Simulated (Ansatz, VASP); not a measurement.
# Two plane-wave programs on TaH

```xyz
2
Lattice="0.0000 2.1583 2.1583 2.1583 0.0000 2.1583 2.1583 2.1583 0.0000" Properties=species:S:1:pos:R:3 pbc="T T T"
Ta    0.0000    0.0000    0.0000
H     2.1583    2.1583    2.1583
```

Change from the starting cell: species swapped into the NaI type (Fm-3m, No. 225).

Alike in both runs: functional PBE; k mesh 7 × 7 × 7; occupations gaussian, width 0.2 eV; no spin polarisation.

Ansatz relaxed the structure, and its values are those at the end. VASP's run is a single point on that final structure, the one shown.

```csv
,VASP,Ansatz
version,VASP 6.6.1,Ansatz 0.2.0
potentials or method,"VASP PAW PBE potentials, release 64 (Ta_pv, H), cutoff 500 eV","scalar-relativistic, plane waves, PAW"
valence electrons in the cell,12,14
```

VASP gave:

- gap on the k mesh at the Fermi level (eV): none
- pressure (GPa): 0.0

**Question.** Estimate Ansatz's values.

**Answer.** gap on the k mesh at the Fermi level (eV): none; pressure (GPa): -0.1.

A gap of «none» marks a metal or a gap that the smearing closes. VASP's potentials hold 12 valence electrons a cell and Ansatz's 14, so a difference there can come from the potentials and not from the codes.

The k mesh is coarse, so the values compare programs but aren't converged. Neither program's run includes spin-orbit coupling.
